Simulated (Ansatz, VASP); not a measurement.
# Two plane-wave programs on GaGe

File INCAR:

```
SYSTEM = GaGe
ALGO = Normal
EDIFF = 1E-7
EDIFFG = -0.04
ENCUT = 500
GGA = PE
GGA_COMPAT = .FALSE.
IBRION = 2
ISIF = 3
ISMEAR = 0
LASPH = .TRUE.
LCHARG = .FALSE.
LREAL = .FALSE.
LWAVE = .FALSE.
NELM = 120
NELMIN = 4
NSW = 90
PREC = Accurate
SIGMA = 0.1
```

File KPOINTS:

```
k-points
0
G
  6 6 6
  0 0 0
```

The input POSCAR:

```
GaGe
1.0
    3.6684400653      0.0000000000      0.0000000000
    0.0000000000      3.6684400653      0.0000000000
    0.0000000000      0.0000000000      3.6684400653
Ga Ge
1 1
Direct
    0.0000000000      0.0000000000      0.0000000000
    0.5000000000      0.5000000000      0.5000000000
```

Input for Ansatz:

```yaml
crystal:
  lattice:
    - [3.6684400653, 0.0, 0.0]
    - [0.0, 3.6684400653, 0.0]
    - [0.0, 0.0, 3.6684400653]
  atoms:
    - { symbol: Ga, position: [0.0, 0.0, 0.0] }
    - { symbol: Ge, position: [0.5, 0.5, 0.5] }
basis:
  ecutwfc: 420
kpoints:
  mp_grid: { grid: [6, 6, 6] }
hamiltonian:
  xc: pbe
scf:
  occupations: { method: gaussian, width: 0.1 }
  lower_state_search: "off"
output:
  forces: true
  stress: true
  eigenvalues: true
relax:
  adjacent_minimum: "off"
  f_tol: 0.04
  max_steps: 70
  cell: { stress_tol: 0.4 }
```

Alike in both runs: task relaxation of cell and atoms; functional PBE; k mesh 6 × 6 × 6; occupations gaussian, width 0.1 eV; no spin polarisation.

|  | VASP | Ansatz |
| --- | --- | --- |
| version | VASP 6.6.1 | Ansatz 0.2.0 |
| potentials or method | VASP PAW PBE potentials, release 64 (Ga_d, Ge_d), cutoff 500 eV | scalar-relativistic, plane waves, PAW |
| valence electrons in the cell | 27 | 27 |

|  | VASP | Ansatz | Ansatz less VASP |
| --- | --- | --- | --- |
| gap on the k mesh at the Fermi level, each at its own relaxed structure (eV) | none | none | - |
| relaxed volume (Å³/atom) | 19.11 | 19.14 | +0.028 |
| relaxed cell length with the largest relative difference (Å) | 3.369 | 3.370 | +0.0016 |

A gap of «none» marks a metal or a gap that the smearing closes.

Noted on VASP's run: the volume moved by over 15 % at a fixed basis, so the end points are rough; too few bands were computed for a metal, which touches its energy and stress.
